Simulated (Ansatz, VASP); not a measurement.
**C: VASP beside Ansatz**

The input INCAR:

```
  ALGO = Normal
  EDIFF = 1E-6
  ENCUT = 520
  GGA = PE
  ISIF = 2
  ISMEAR = 0
  IVDW = 12
  LASPH = True
  LCHARG = False
  LREAL = False
  LWAVE = False
  NBANDS = 11
  NELM = 100
  PREC = Accurate
  SIGMA = 0.15
```

File KPOINTS:

```
k-points
0
Gamma
  21 21 12
```

Contents of POSCAR:

```
C
1.0
    2.4851167323      0.0000000000      0.0000000000
   -1.2425583661      2.1521742215      0.0000000000
    0.0000000000      0.0000000000      3.6016171223
C
2
Direct
    0.3286483037      0.6572966074      0.0000000000
    0.6713516963      0.3427033926      0.0000000000
```

Input for Ansatz:

```yaml
crystal:
  lattice:
    - [2.4851167323, 0.0, 0.0]
    - [-1.2425583661, 2.1521742215, 0.0]
    - [0.0, 0.0, 3.6016171223]
  atoms:
    - { symbol: C, position: [0.3286483037, 0.6572966074, 0.0] }
    - { symbol: C, position: [0.6713516963, 0.3427033926, 0.0] }
basis:
  ecutwfc: 520.0
kpoints:
  mp_grid: { grid: [21, 21, 12] }
hamiltonian:
  xc: pbe
  pseudopotentials: { kind: paw, azcp: { folder: soft_1 } }
  dispersion: d3bj
scf:
  occupations: { method: gaussian, width: 0.15 }
output:
  forces: true
  stress: true
  eigenvalues: true
  write_density: true
  write_potential: true
  elf: true
  volumetric_format: npy
```

Change from the starting cell: mode 6 frozen in at -0.020 Å, equal normal strain along x, y and z +0.0083.

Alike in both runs: task single point; functional PBE; dispersion D3(BJ); k mesh 21 × 21 × 12; occupations gaussian, width 0.15 eV; no spin polarisation.

```csv
,VASP,Ansatz
version,VASP 6.6.1,Ansatz 0.2.0
potentials or method,"VASP PAW PBE potentials, release 64 (C), cutoff 520 eV","scalar-relativistic, plane waves, PAW"
valence electrons in the cell,8,8
```

Ansatz gave:

* gap on the k mesh at the Fermi level (eV): none
* pressure (GPa): -5.9
* traceless stress, the component that is largest in VASP (GPa): -5.89
* rms of the force components (eV/Å): 1.125

Task: What did VASP give for the same quantities?

Result: gap on the k mesh at the Fermi level (eV): none; pressure (GPa): -5.5; traceless stress, the component that is largest in VASP (GPa): -5.73; rms of the force components (eV/Å): 1.128.

Atom by atom the forces differ by 0.003 eV/Å (rms over components). A gap of «none» marks a metal or a gap that the smearing closes.
